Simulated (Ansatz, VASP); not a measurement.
**One calculation of Si2Mo, two programs**

INCAR

```
SYSTEM = Si2Mo
PREC = Accurate ; ENCUT = 520
EDIFF = 1E-8 ; ISMEAR = -1
SIGMA = 0.08 ; LREAL = .False.
LASPH = .True. ; NELM = 100
ALGO = Normal ; ISIF = 2
LWAVE = .False. ; LCHARG = .False.
GGA = PS ; LEFG = .True.
NBANDS = 18
```

File KPOINTS:

```
Automatic mesh
0
Gamma
  16 16 16
  0 0 0
```

POSCAR

```
Si2Mo
1.0
   -1.6000000000      1.6000000000      3.8518900000
    1.6000000000     -1.6000000000      3.8518900000
    1.6000000000      1.6000000000     -3.8518900000
Si Mo
2 1
Direct
    0.3330000000      0.3330000000      0.0000000000
    0.6670000000      0.6670000000      0.0000000000
    0.0000000000      0.0000000000      0.0000000000
```

Input for Ansatz:

```yaml
crystal:
  lattice:
    - [-1.6, 1.6, 3.85189]
    - [1.6, -1.6, 3.85189]
    - [1.6, 1.6, -3.85189]
  atoms:
    - { symbol: Si, position: [0.333, 0.333, 0.0] }
    - { symbol: Si, position: [0.667, 0.667, 0.0] }
    - { symbol: Mo, position: [0.0, 0.0, 0.0] }
kpoints:
  mp_grid: { grid: [16, 16, 16] }
scf:
  occupations: { method: fermi_dirac, width: 0.08 }
hamiltonian:
  xc: pbesol
  pseudopotentials: { kind: all_electron, datasets: crystal }
output:
  forces: true
  stress: true
  eigenvalues: true
  efg: { contact_densities: true }
```

Change from the starting cell: zz strain of -2 %, crystal datasets.

Alike in both runs: task electric field gradients; functional PBEsol; k mesh 16 × 16 × 16; occupations fermi-dirac, width 0.08 eV; no spin polarisation.

```csv
,VASP,Ansatz
version,VASP 6.6.1,Ansatz 0.2.0
potentials or method,"VASP PAW PBE potentials, release 64 (Si, Mo_sv), cutoff 520 eV","all-electron PAW with datasets made for the crystal, scalar-relativistic"
```

Ansatz gave:

* pressure (GPa): 2.3
* traceless stress, the component that is largest in VASP (GPa): 5.24
* rms of the force components (eV/Å): 0.141
* size of Vzz on the site where it differs most (V/Å²): 86.6

Q: Which values does VASP return?

A: Pressure (GPa): 2.6; traceless stress, the component that is largest in VASP (GPa): 5.27; rms of the force components (eV/Å): 0.139; size of Vzz on the site where it differs most (V/Å²): 85.0.

VASP's potentials were made for PBE, not for PBEsol. Atom by atom the forces differ by 0.001 eV/Å (rms over components). Ansatz ran all-electron here, and VASP with PAW potentials.
